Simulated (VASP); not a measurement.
# TiSi16 (a cell with a defect) in VASP: further runs, part 2 of 2

VASP 6.6.1. Earlier steps stand in the parts before.

### Step 3. Single point, PBE+D3(BJ)

File INCAR:

```
SYSTEM = TiSi16
ALGO     = Normal         ! electronic algorithm
EDIFF    = 1E-6           ! SCF threshold, eV
ENCUT    = 520            ! plane-wave cutoff, eV
GGA      = PE             ! functional
ISIF     = 2              ! what is computed and relaxed
ISMEAR   = -1             ! smearing method
IVDW     = 12             ! dispersion correction
LASPH    = .True.         ! aspherical terms in the spheres
LCHARG   = .False.        ! write CHGCAR
LREAL    = Auto         
LWAVE    = .False.        ! write WAVECAR
NBANDS   = 52             ! bands
NELM     = 60             ! most SCF steps
PREC     = Accurate       ! precision mode
SIGMA    = 0.02           ! smearing width, eV
```

File KPOINTS:

```
k-points
0
Gamma
  2 2 2
  0 0 0
```

File POSCAR:

```
TiSi16
1.0
    0.0000000000      5.4300000000      5.4300000000
    5.4300000000      0.0000000000      5.4300000000
    5.4300000000      5.4300000000      0.0000000000
Si Ti
16 1
Direct
    0.0501700737     -0.0158293738     -0.0172547882
    0.1387093923      0.1270815838      0.1256843462
   -0.0114507366      0.0126984346      0.4992976980
    0.1386062615      0.1270952118      0.6084655617
   -0.0115751381      0.5006911602      0.0114092081
    0.1385103131      0.6099036832      0.1257265193
   -0.0115274401      0.5007038674      0.4993327808
    0.0760356354      0.6421662063      0.6408623389
    0.5128982505      0.0118070902      0.0105048803
    0.6790524862      0.1080064457      0.1066594843
    0.5127720994      0.0117008287      0.4653448435
    0.6158036832      0.1535364641      0.6154769797
    0.5126684162      0.4666080110      0.0104706262
    0.6156727440      0.6167817680      0.1523360958
    0.4492241252      0.5178364641      0.5166574586
    0.6157109576      0.6168111418      0.6155361878
    0.4737394107      0.8430858195      0.8418034991
```

Potentials or basis: VASP PAW PBE potentials, release 64 (Si, Ti_sv).

Run with:

```bash
$ cat potpaw_PBE.64/Si/POTCAR potpaw_PBE.64/Ti_sv/POTCAR > POTCAR
$ mpirun -np 1 vasp_std > vasp.out
```

OUTCAR:

```text
SYSTEM = TiSi16
   EDIFF = 1E-6
   ENCUT = 520
   GGA = PE
   ISIF = 2
   ISMEAR = -1
   IVDW = 12
   LASPH = .True.
   LREAL = Auto
   NELM = 60
   PREC = Accurate
 IVDW          = 12

 ion  position               nearest neighbor table
   1  0.050  0.984  0.983-  10 2.33   6 2.36   4 2.36   2 2.36  17 2.66
   2  0.139  0.127  0.126-   3 2.35   5 2.35   9 2.35   1 2.36
   3  0.989  0.013  0.499-   8 2.34  12 2.34   4 2.35   2 2.35
   4  0.139  0.127  0.608-   7 2.35   3 2.35  11 2.35   1 2.36
[... 652 lines left out ...]
  Total       2.54444     2.52943     2.52154     1.17954    -1.20305     1.19478
  in kB      12.73131    12.65622    12.61676     5.90192    -6.01954     5.97817
  external pressure =       12.67 kB  Pullay stress =        0.00 kB

 VOLUME and BASIS-vectors are now :
 -----------------------------------------------------------------------------
  energy-cutoff  :      520.00
  volume of cell :      320.21
      direct lattice vectors                 reciprocal lattice vectors
     0.000000000  5.430000000  5.430000000    -0.092081031  0.092081031  0.092081031
     5.430000000  0.000000000  5.430000000     0.092081031 -0.092081031  0.092081031
     5.430000000  5.430000000  0.000000000     0.092081031  0.092081031 -0.092081031

 POSITION                                       TOTAL-FORCE (eV/Angst)
 -----------------------------------------------------------------------------------
     10.68035      5.60873      5.61647         0.013521     -0.012861     -0.014149
      1.37252      1.43566      1.44325        -0.045650      0.077678      0.078964
      2.78014      8.07901      5.43678        -0.092582      0.094792      0.035222
      3.99410      4.05660      1.44276        -0.075324      0.042690      0.075870
      2.78070      5.42910      8.08590        -0.093482      0.034138      0.095530
      3.99447      1.43481      4.06389        -0.075871      0.075568      0.044686
[... 9 lines left out ...]
      6.69165      6.68567      6.69259         0.044962      0.103263      0.102797
      9.14895      7.14340      7.15036         1.147375     -1.137189     -1.142789
 -----------------------------------------------------------------------------------
    total drift:                               -0.009028      0.008328     -0.001417

  FREE ENERGIE OF THE ION-ELECTRON SYSTEM (eV)
  ---------------------------------------------------
  free  energy   TOTEN  =       -97.0568963937 eV

  energy  without entropy=      -97.0362791650  energy(sigma->0) =      -97.04658778
```

OSZICAR:

```text
N       E                     dE             d eps       ncg     rms          rms(c)
DAV:   1     0.345475797429E+03    0.34548E+03   -0.30778E+04   840   0.127E+03
DAV:   2    -0.554459250374E+02   -0.40092E+03   -0.38045E+03   944   0.247E+02
DAV:   3    -0.916697908154E+02   -0.36224E+02   -0.35034E+02  1200   0.670E+01
DAV:   4    -0.943033117420E+02   -0.26335E+01   -0.25958E+01  1256   0.157E+01
DAV:   5    -0.943769610013E+02   -0.73649E-01   -0.73532E-01  1096   0.259E+00    0.184E+01
DAV:   6    -0.943848276497E+02   -0.78666E-02   -0.21171E+01  1108   0.220E+01    0.179E+01
DAV:   7    -0.920005999937E+02    0.23842E+01   -0.30730E+01  1140   0.278E+01    0.967E+00
DAV:   8    -0.912933457738E+02    0.70725E+00   -0.19230E+00  1016   0.606E+00    0.263E+00
DAV:   9    -0.912197907356E+02    0.73555E-01   -0.40808E-01  1256   0.251E+00    0.698E-01
DAV:  10    -0.912188225186E+02    0.96822E-03   -0.30009E-02  1112   0.661E-01    0.466E-01
DAV:  11    -0.912202865698E+02   -0.14641E-02   -0.70546E-03   936   0.375E-01    0.223E-01
DAV:  12    -0.912202352235E+02    0.51346E-04   -0.21294E-03  1056   0.216E-01    0.809E-02
DAV:  13    -0.912202909821E+02   -0.55759E-04   -0.28831E-04  1112   0.689E-02    0.375E-02
DAV:  14    -0.912203055674E+02   -0.14585E-04   -0.59583E-05  1016   0.313E-02    0.130E-02
DAV:  15    -0.912203096219E+02   -0.40546E-05   -0.10499E-05   912   0.130E-02    0.301E-03
DAV:  16    -0.912203094426E+02    0.17930E-06   -0.68561E-07   568   0.362E-03
   1 F= -.97056896E+02 E0= -.97046588E+02  d E =-.206172E-01
```

stdout:

```text
POSCAR found type information on POSCAR SiTi
 POSCAR found :  2 types and      17 ions
 scaLAPACK will be used
 LDA part: xc-table for (Slater+PW92), standard interpolation
 POSCAR, INCAR and KPOINTS ok, starting setup
 FFT: planning ... GRIDC
 FFT: planning ... GRID_SOFT
 FFT: planning ... GRID
 WAVECAR not read
 entering main loop
```

Wall time 2.4 min (1 thread of Intel Xeon 6975P-C (Granite Rapids), shared host); peak memory 0.48 GiB.

Results:

```yaml
Free_energy: -97.0569 eV
Pressure: 1.3 GPa
Largest_force: 1.979 eV/Å
Band_gap_on_the_k_mesh: zero (band 38 reaches 6.94 eV, above the bottom of band 39 at 6.62 eV)
Dispersion_energy_per_atom: -0.343 eV
```

Forces on the atoms (eV/Å):
```
Si   0.014 -0.013 -0.014
Si  -0.046  0.078  0.079
Si  -0.093  0.095  0.035
Si  -0.075  0.043  0.076
Si  -0.093  0.034  0.096
Si  -0.076  0.076  0.045
Si  -0.033  0.095  0.095
Si  -0.126  0.125  0.121
Si  -0.100  0.102  0.102
Si  -0.040  0.055  0.051
Si  -0.116  0.087  0.116
Si  -0.103  0.105 -0.048
Si  -0.111  0.112  0.091
Si  -0.105 -0.048  0.106
Si  -0.089  0.089  0.089
Si   0.045  0.103  0.103
Ti   1.147 -1.137 -1.143
```

Levels at points of the mesh, in eV from the Fermi level:
```csv
k point,band 36,band 37,band 38,band 39,band 40,band 41
"(0.00, 0.00, 0.00)",-0.76,-0.61,-0.29,-0.28,-0.03,-0.03
"(0.50, 0.00, 0.00)",-1.36,-0.24,-0.24,-0.23,0.70,0.70
"(0.00, 0.50, 0.00)",-1.32,-0.32,-0.01,0.13,0.58,0.62
"(0.00, 0.00, 0.50)",-1.32,-0.32,-0.01,0.13,0.58,0.62
"(0.50, 0.50, 0.50)",-1.32,-0.32,-0.01,0.13,0.58,0.62
"(0.50, 0.50, 0.00)",-1.80,-0.27,0.04,0.30,0.70,0.88
"(0.00, 0.50, 0.50)",-1.80,-0.27,0.04,0.30,0.69,0.88
"(0.50, 0.00, 0.50)",-1.80,-0.27,0.04,0.30,0.70,0.88
```

Caveat: the k points lie up to 0.50 Å⁻¹ apart.

### Step 4. Single point, PBE+D3(BJ)

File INCAR:

```
SYSTEM = TiSi16
PREC     = Accurate       ! precision mode
ENCUT    = 520            ! plane-wave cutoff, eV
EDIFF    = 1E-7           ! SCF threshold, eV
ISMEAR   = -1             ! smearing method
SIGMA    = 0.02           ! smearing width, eV
LREAL    = Auto         
LASPH    = .True.         ! aspherical terms in the spheres
NELM     = 60             ! most SCF steps
ALGO     = Normal         ! electronic algorithm
ISIF     = 2              ! what is computed and relaxed
LWAVE    = .False.        ! write WAVECAR
LCHARG   = .False.        ! write CHGCAR
GGA      = PE             ! functional
IVDW     = 12             ! dispersion correction
NBANDS   = 52             ! bands
```

File KPOINTS:

```
regular mesh
0
Gamma
  2 2 2
  0 0 0
```

File POSCAR:

```
TiSi16
1.0
    0.0000000000      5.4300000000      5.4300000000
    5.4300000000      0.0000000000      5.4300000000
    5.4300000000      5.4300000000      0.0000000000
Si Ti
16 1
Direct
    0.0483232965     -0.0153011971     -0.0167089319
    0.1358976980      0.1261673112      0.1247886740
   -0.0141970534      0.0169804788      0.4984055249
    0.1359237569      0.1261351750      0.6127322284
   -0.0143722836      0.4997816759      0.0157398711
    0.1358069982      0.6141613260      0.1247907919
   -0.0141814917      0.4997448435      0.4984107735
    0.0741558011      0.6426858195      0.6413668508
    0.5086446593      0.0102343462      0.0089951197
    0.6751356354      0.1091693370      0.1078684162
    0.5086919890      0.0101671271      0.4722083794
    0.6116524862      0.1604854512      0.6139152855
    0.5085607735      0.4734723757      0.0089813996
    0.6114504604      0.6151860037      0.1593900552
    0.4452801105      0.5190265193      0.5179237569
    0.6116868324      0.6152411602      0.6140000921
    0.6504884899      0.7839940147      0.7828431860
```

Run with:

```bash
$ cat potpaw_PBE.64/Si/POTCAR potpaw_PBE.64/Ti_sv/POTCAR > POTCAR
$ mpirun -np 1 vasp_std > vasp.out
```

Run time: 2.6 min. Hardware: 1 thread of Intel Xeon 6975P-C (Granite Rapids), shared host; peak memory 0.49 GiB.

Results (log left out):

```
Free energy                : -97.0547 eV
Pressure                   : 1.3 GPa
Largest force              : 1.987 eV/Å
Band gap on the k mesh     : zero (band 38 reaches 6.94 eV, above the bottom of band 39 at 6.62 eV)
Dispersion energy per atom : -0.343 eV
```

Forces on the atoms (eV/Å):
```
Si   0.126 -0.127 -0.126
Si   0.035 -0.094 -0.095
Si   0.077 -0.078 -0.046
Si   0.095 -0.034 -0.094
Si   0.078 -0.047 -0.078
Si   0.094 -0.092 -0.033
Si   0.045 -0.076 -0.076
Si  -0.015  0.016  0.013
Si  -0.048 -0.106 -0.106
Si   0.088 -0.088 -0.093
Si   0.106  0.045 -0.103
Si   0.107 -0.107 -0.096
Si   0.107 -0.105  0.049
Si   0.103 -0.098 -0.104
Si   0.058 -0.042 -0.045
Si   0.086 -0.117 -0.118
Ti  -1.141  1.149  1.151
```

Stress tensor (GPa, compression positive):
```
 1.27  0.60  0.60
 0.60  1.27 -0.60
 0.60 -0.60  1.27
```

Levels at points of the mesh, in eV from the Fermi level:
```tsv
k point	band 34	band 35	band 36	band 37	band 38	band 39	band 40	band 41	band 42	band 43
(0.00, 0.00, 0.00)	-1.18	-1.18	-0.76	-0.61	-0.28	-0.28	-0.03	-0.03	0.10	0.50
(0.50, 0.00, 0.00)	-2.12	-1.36	-1.36	-0.24	-0.24	-0.23	0.70	0.70	0.71	1.21
(0.00, 0.50, 0.00)	-1.69	-1.38	-1.32	-0.32	-0.01	0.13	0.58	0.62	0.74	0.91
(0.00, 0.00, 0.50)	-1.69	-1.38	-1.32	-0.32	-0.01	0.13	0.58	0.62	0.74	0.91
(0.50, 0.50, 0.50)	-1.69	-1.38	-1.32	-0.32	-0.01	0.13	0.59	0.62	0.74	0.91
(0.50, 0.50, 0.00)	-2.07	-1.88	-1.80	-0.27	0.04	0.30	0.69	0.88	1.02	1.37
(0.00, 0.50, 0.50)	-2.07	-1.88	-1.80	-0.27	0.04	0.30	0.69	0.88	1.02	1.37
(0.50, 0.00, 0.50)	-2.07	-1.88	-1.80	-0.27	0.04	0.30	0.69	0.88	1.02	1.37
```

Caveat: the k points lie up to 0.50 Å⁻¹ apart.

### Step 5. Single point, PBE+D3(BJ)

File INCAR:

```
SYSTEM = TiSi16
PREC = Accurate
ENCUT = 520
EDIFF = 1E-6
ISMEAR = -1
SIGMA = 0.02
LREAL = Auto
LASPH = .True.
NELM = 60
ALGO = Normal
ISIF = 2
LWAVE = .False.
LCHARG = .False.
GGA = PE
IVDW = 12
NBANDS = 52
```

File KPOINTS:

```
Automatic mesh
0
Gamma
  2 2 2
  0 0 0
```

File POSCAR:

```
TiSi16
1.0
    0.0000000000      5.4300000000      5.4300000000
    5.4300000000      0.0000000000      5.4300000000
    5.4300000000      5.4300000000      0.0000000000
Si Ti
16 1
Direct
    0.0329701657     -0.0102837937     -0.0117948435
    0.1306146409      0.1260936464      0.1248013812
   -0.0124217311      0.0159451197      0.4977957643
    0.1306020258      0.1263723757      0.6175272560
   -0.0125290976      0.4990718232      0.0149650092
    0.1305534070      0.6190668508      0.1249813996
   -0.0122467772      0.4995793738      0.4981160221
    0.1045174033      0.6326264273      0.6316658379
    0.5048614180      0.0073728361      0.0062343462
    0.6609678637      0.1137953039      0.1124161142
    0.5047915285      0.0076523020      0.4809988950
    0.6084717311      0.1483407919      0.6211061694
    0.5047671271      0.4824179558      0.0063857274
    0.6085310313      0.6223207182      0.1473930939
    0.4661049724      0.5120782689      0.5111554328
    0.6083893186      0.6230922652      0.6215517495
    0.7219669429      0.7601129834      0.7590212707
```

Run with:

```bash
$ cat potpaw_PBE.64/Si/POTCAR potpaw_PBE.64/Ti_sv/POTCAR > POTCAR
$ mpirun -np 1 vasp_std > vasp.out
```

Run time: 2.6 min. Hardware: 1 thread of Intel Xeon 6975P-C (Granite Rapids), shared host; peak memory 0.49 GiB.

Results (log left out):

| Property | Result |
| --- | --- |
| Free energy | -97.9341 eV |
| Pressure | 0.7 GPa |
| Largest force | 0.448 eV/Å |
| Band gap on the k mesh | zero (band 38 reaches 6.91 eV, above the bottom of band 39 at 6.56 eV) |
| Dispersion energy per atom | -0.343 eV |

Forces on the atoms (eV/Å):
```
Si   0.091 -0.090 -0.092
Si   0.017 -0.054 -0.054
Si  -0.014  0.014 -0.015
Si   0.055 -0.017 -0.054
Si  -0.014 -0.014  0.014
Si   0.055 -0.053 -0.015
Si   0.015  0.013  0.013
Si  -0.114  0.114  0.114
Si  -0.013 -0.062 -0.063
Si   0.084 -0.083 -0.084
Si   0.062  0.010 -0.062
Si  -0.017  0.016 -0.087
Si   0.062 -0.060  0.012
Si  -0.021 -0.089  0.020
Si  -0.080  0.081  0.079
Si   0.086  0.013  0.014
Ti  -0.255  0.260  0.261
```

Stress tensor (GPa, compression positive):
```
 0.70  0.08  0.09
 0.08  0.70 -0.07
 0.09 -0.07  0.70
```

Levels at points of the mesh, in eV from the Fermi level:
| k point | band 35 | band 36 | band 37 | band 38 | band 39 | band 40 |
| --- | --- | --- | --- | --- | --- | --- |
| (0.00, 0.00, 0.00) | -0.99 | -0.99 | -0.49 | -0.34 | -0.33 | -0.03 |
| (0.50, 0.00, 0.00) | -1.33 | -1.33 | -0.34 | -0.09 | -0.08 | 0.56 |
| (0.00, 0.50, 0.00) | -1.36 | -1.31 | -0.21 | 0.00 | 0.25 | 0.40 |
| (0.00, 0.00, 0.50) | -1.36 | -1.31 | -0.21 | 0.00 | 0.25 | 0.40 |
| (0.50, 0.50, 0.50) | -1.36 | -1.31 | -0.21 | 0.00 | 0.25 | 0.40 |
| (0.50, 0.50, 0.00) | -1.95 | -1.81 | -0.62 | 0.01 | 0.54 | 0.68 |
| (0.00, 0.50, 0.50) | -1.94 | -1.81 | -0.62 | 0.02 | 0.54 | 0.69 |
| (0.50, 0.00, 0.50) | -1.95 | -1.81 | -0.62 | 0.01 | 0.54 | 0.68 |

Caveat: the k points lie up to 0.50 Å⁻¹ apart.
